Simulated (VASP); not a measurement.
# C: single point with LDA

The system is C.

```xyz
2
Lattice="1.2280 0.7090 3.2215 -1.2280 0.7090 3.2215 0.0000 -1.4180 3.2215" Properties=species:S:1:pos:R:3 pbc="T T T"
C     0.0000    0.0000    1.5850
C     0.0000    0.0000    8.0795
```

This cell differs from its parent crystal: strain -0.0375 x Voigt [0, 0, 1, 0, 0, 0].

```json
{
  "Program": "VASP 6.6.1",
  "Task": "single point",
  "Functional": "LDA",
  "Potentials or basis": "VASP PAW LDA potentials, release 64 (C)",
  "Cutoff": "600 eV",
  "k mesh": "12 × 12 × 12",
  "Occupations": "gaussian, width 0.05 eV",
  "Spin": "no spin polarisation",
  "Dipole correction": "no",
  "Further INCAR settings": "ALGO = Normal; EDIFF = 1e-06; NBANDS = 11"
}
```

| Item | Value |
| --- | --- |
| Pressure | -3.6 GPa |
| Largest force | 0.840 eV/Å |
| Band gap on the k mesh | 0.95 eV, direct |

Forces in eV/Å, atoms in the order of the input:
```
C    0.000  0.000  0.840
C    0.000  0.000 -0.840
```

Stress tensor (GPa, compression positive):
```
-5.35  0.00  0.00
 0.00 -5.35  0.00
 0.00  0.00  0.02
```

Levels at points of the mesh, in eV from the valence-band top:
```tsv
k point	band 1	band 2	band 3	band 4	band 5	band 6	band 7	band 8
(0.00, 0.00, 0.00)	-19.08	-5.85	-2.46	-2.46	4.65	8.89	8.89	11.88
(0.50, 0.00, 0.00)	-13.62	-12.75	-5.85	-1.35	2.35	8.37	12.69	12.81
(0.50, 0.50, 0.00)	-13.46	-12.63	-5.93	-2.40	1.74	7.81	13.42	16.17
(0.50, 0.50, 0.50)	-18.65	-8.36	-2.49	-2.49	8.83	8.83	11.65	12.04
```

Wall time 57 s on 1 thread of AMD EPYC 7R43 64-Core Processor (Zen 3), on a shared host, peak memory 0.12 GiB.

Caveat: the cell differs from its parent crystal (strain -0.0375 x Voigt [0, 0, 1, 0, 0, 0]). A k mesh can miss the band edges.
